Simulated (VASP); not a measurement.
La:

```
CELL_PARAMETERS angstrom
-2.10500 2.10500 2.10500
2.10500 -2.10500 2.10500
2.10500 2.10500 -2.10500
ATOMIC_POSITIONS crystal
La 0.00000 0.00000 0.00000
```

This isn't the form of La at room conditions, which is double hcp.

```yaml
Program: VASP 6.6.1
Task: relaxation of cell and atoms
Functional: LDA
Potentials_or_basis: VASP PAW LDA potentials, release 64 (La)
Cutoff: 500 eV
k_mesh: 15 × 15 × 15
Occupations: gaussian, width 0.05 eV
Spin: no spin polarisation
```

At the start: pressure -3.3 GPa; volume 37.31 Å³/atom.

**Question.** Where does the relaxation end?

**Answer.** Over 3 steps the energy falls by 50.1 meV/atom and the volume is 32.92 Å³/atom (-11.8 %); space group Im-3m (No. 229, to 0.1 Å) before and after.

The path:
```
step  energy change (eV)  largest force (eV/Å)  pressure (GPa)  volume (Å³)
   1              0.0000                0.0000           -3.31        37.31
   2             -0.0497                0.0000           -0.38        33.29
   3             -0.0501                0.0000           -0.01        32.92
```

Final structure:
```
La
1.0
    -2.01891    2.01891    2.01891
     2.01891   -2.01891    2.01891
     2.01891    2.01891   -2.01891
La
1
Cartesian
  0.0000 0.0000 0.0000
```
